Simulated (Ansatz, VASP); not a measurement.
**Two plane-wave programs on AlN**

```
Al N
1.0
     3.11300    0.00000    0.00000
    -1.55650    2.69594    0.00000
     0.00000    0.00000    4.98100
Al N
2 2
Direct
  0.33333 0.66667 0.00000
  0.66667 0.33333 0.50000
  0.33333 0.66667 0.38000
  0.66667 0.33333 0.90008
```

Alike in both runs: task single point; functional PBE; k mesh 12 × 12 × 4; no spin polarisation.

|  | VASP | Ansatz |
| --- | --- | --- |
| version | VASP 6.6.1 | Ansatz 0.2.0 |
| potentials or method | VASP PAW PBE potentials, release 64 (Al, N), cutoff 600 eV | plane waves, PAW |
| occupations | gaussian, width 0.01 eV | fixed |
| valence electrons in the cell | 16 | 16 |

```csv
,VASP,Ansatz,Ansatz less VASP
rms of the force components (eV/Å),0.542,0.540,-0.0020
```

Atom by atom the forces differ by 0.002 eV/Å (rms over components).
